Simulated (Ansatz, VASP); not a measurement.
## One calculation of AlN, two programs

The input POSCAR:

```
AlN
1.0
    3.1110021516      0.0000000000      0.0000000000
   -1.5555010758      2.6942068945      0.0000000000
    0.0000000000      0.0000000000      4.9780000000
Al N
2 2
Direct
    0.3333333333      0.6666666667      0.0208570808
    0.6666666667      0.3333333333      0.5208570808
    0.3333333333      0.6666666667      0.3448232222
    0.6666666667      0.3333333333      0.8448232222
```

The input INCAR.step1:

```
ALGO     = Normal         # electronic algorithm
EDIFF    = 1E-4           # SCF threshold, eV
ENCUT    = 520            # plane-wave cutoff, eV
GGA      = PE             # functional
ISMEAR   = 0              # smearing method
LASPH    = True           # aspherical terms in the spheres
LCHARG   = False          # write CHGCAR
LREAL    = False          # projectors in reciprocal space
LWAVE    = True           # write WAVECAR
NBANDS   = 16             # bands
NELM     = 60             # most SCF steps
PREC     = Accurate       # precision mode
SIGMA    = 0.05           # smearing width, eV
```

Contents of INCAR.step2:

```
ALGO     = Normal         # electronic algorithm
EDIFF    = 1E-6           # SCF threshold, eV
ENCUT    = 520            # plane-wave cutoff, eV
ISIF     = 2              # what is computed and relaxed
ISMEAR   = 0              # smearing method
ISTART   = 1            
LASPH    = True           # aspherical terms in the spheres
LCHARG   = False          # write CHGCAR
LMIXTAU  = True         
LREAL    = False          # projectors in reciprocal space
LWAVE    = False          # write WAVECAR
METAGGA  = R2SCAN         # meta-GGA
NBANDS   = 16             # bands
NELM     = 60             # most SCF steps
PREC     = Accurate       # precision mode
SIGMA    = 0.05           # smearing width, eV
```

File KPOINTS:

```
k-points
0
Gamma
  12 12 6
```

Input for Ansatz:

```yaml
crystal:
  lattice:
    - [3.1110021516, 0.0, 0.0]
    - [-1.5555010758, 2.6942068945, 0.0]
    - [0.0, 0.0, 4.978]
  atoms:
    - { symbol: Al, position: [0.3333333333, 0.6666666667, 0.0208570808] }
    - { symbol: Al, position: [0.6666666667, 0.3333333333, 0.5208570808] }
    - { symbol: "N", position: [0.3333333333, 0.6666666667, 0.3448232222] }
    - { symbol: "N", position: [0.6666666667, 0.3333333333, 0.8448232222] }
basis:
  ecutwfc: 500
kpoints:
  mp_grid: { grid: [12, 12, 6] }
hamiltonian:
  xc: r2scan
scf:
  occupations: { method: gaussian, width: 0.05 }
output:
  forces: true
  stress: true
  eigenvalues: true
```

Change from the starting cell: mode 7 (591.5 1/cm) frozen in, largest displacement -0.200 Å.

Alike in both runs: task single point; functional r2SCAN; k mesh 12 × 12 × 6; occupations gaussian, width 0.05 eV; no spin polarisation.

```csv
,VASP,Ansatz
version,VASP 6.6.1,Ansatz 0.2.0
potentials or method,"VASP PAW PBE potentials, release 64 (Al, N), cutoff 520 eV","scalar-relativistic, plane waves, PAW"
valence electrons in the cell,16,16
```

```tsv
	VASP	Ansatz	Ansatz less VASP
gap on the k mesh at the Fermi level (eV)	4.62	4.59	-0.035
least direct gap on the mesh (eV)	4.62	4.59	-0.035
pressure (GPa)	15.4	15.4	+0.01
traceless stress, the component that is largest in VASP (GPa)	51.24	50.14	-1.099
rms of the force components (eV/Å)	4.729	4.652	-0.0765
```

VASP's potentials were made for PBE, not for r2SCAN. Atom by atom the forces differ by 0.077 eV/Å (rms over components).
